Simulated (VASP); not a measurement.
A run of VASP 6.6.1:

File INCAR:

```
SYSTEM = SnTe
PREC = Accurate
ENCUT = 520
EDIFF = 1E-6
ISMEAR = 0
SIGMA = 0.03
LREAL = .FALSE.
LASPH = .TRUE.
NELM = 100
ALGO = Normal
ISIF = 2
LWAVE = .FALSE.
LCHARG = .FALSE.
GGA = PE
NBANDS = 17
```

File KPOINTS:

```
regular mesh
0
G
  10 10 10
  0 0 0
```

POSCAR

```
SnTe
1.0
    0.0000000000      3.2196300000      3.1565000000
    3.1565000000      0.0000000000      3.1565000000
    3.1565000000      3.2196300000      0.0000000000
Sn Te
1 1
Direct
    0.0000000000      0.0000000000      0.0000000000
    0.5000000000      0.5000000000      0.5000000000
```

Potentials or basis: VASP PAW PBE potentials, release 64 (Sn_d, Te).

Launch:

```sh
$ cat potpaw_PBE.64/Sn_d/POTCAR potpaw_PBE.64/Te/POTCAR > POTCAR
$ mpirun -np 1 vasp_std > vasp.out
```

Hardware: 1 thread of Intel(R) Xeon(R) Platinum 8259CL CPU @ 2.50GHz (Skylake/Cascade Lake), with other jobs on the host.

Task: Estimate the wall time of this run.

Result: It took 120 s on 1 thread of Intel(R) Xeon(R) Platinum 8259CL CPU @ 2.50GHz (Skylake/Cascade Lake) (shared host), peak memory 0.28 GiB. Counts: scf iterations 12, k points 102.
